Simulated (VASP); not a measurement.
Input of a VASP 6.6.1 run:

File INCAR:

```
ALGO     = Normal         # electronic algorithm
EDIFF    = 1E-6           # SCF threshold, eV
ENCUT    = 520            # plane-wave cutoff, eV
GGA      = PE             # functional
ISIF     = 2              # what is computed and relaxed
ISMEAR   = 0              # smearing method
ISPIN    = 2              # spin polarisation
LASPH    = T              # aspherical terms in the spheres
LCHARG   = F              # write CHGCAR
LMAXMIX  = 4              # l up to which the mixer works
LORBIT   = 11             # projections on sites
LREAL    = F              # projectors in reciprocal space
LWAVE    = F              # write WAVECAR
MAGMOM   = 0 0.29 0 0 0   # initial moments
NBANDS   = 32             # bands
NELM     = 150            # most SCF steps
PREC     = Accurate       # precision mode
SIGMA    = 0.1            # smearing width, eV
```

KPOINTS

```
k-points
0
Gamma
  10 10 10
```

The input POSCAR:

```
SrVO3
1.0
    3.9834265989      0.0000000000      0.0000000000
    0.0000000000      3.9834265989      0.0000000000
    0.0000000000      0.0000000000      3.9834265989
Sr V O
1 1 3
Direct
    0.5000000000      0.5000000000      0.5000000000
    0.0000000000      0.0000000000      0.0000000000
    0.5000000000      0.0000000000      0.0000000000
    0.0000000000      0.5000000000      0.0000000000
    0.0000000000      0.0000000000      0.5000000000
```

Potentials or basis: VASP PAW PBE potentials, release 64 (Sr_sv, V_sv, O).

The run is started by

```console
$ cat potpaw_PBE.64/Sr_sv/POTCAR potpaw_PBE.64/V_sv/POTCAR potpaw_PBE.64/O/POTCAR > POTCAR
$ mpirun -np 1 vasp_std > vasp.out
```

(1) Predict the pressure.

(2) Estimate the site moments.

(3) What does it give for the net moment?

Results:

(1) -13.3 GPa.

(2) Sr +0.00; V +0.44; O -0.01 μB.

(3) 0.45 μB per cell.

Caveat: the cell stands under tension.
